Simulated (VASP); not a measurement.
Rh:

```
Rh
1.0
     0.00000    1.89785    1.89785
     1.89785    0.00000    1.89785
     1.89785    1.89785    0.00000
Rh
1
Cartesian
  0.0000 0.0000 0.0000
```

Base run:

```yaml
Program: VASP 6.6.1
Functional: PBE
Potentials_or_basis: VASP PAW PBE potentials, release 64 (Rh_pv)
Cutoff: 520 eV
k_mesh: 10 × 10 × 10
Occupations: fermi-dirac, width 0.1 eV
Spin: no spin polarisation
```

Its results: pressure 7.9 GPa.

**Question.** The run is repeated on the same cell with these changes: k mesh from 10 × 10 × 10 to 6 × 6 × 6. What comes out?

**Answer.** Pressure 9.4 GPa.

Caveats: some runs use coarse meshes.
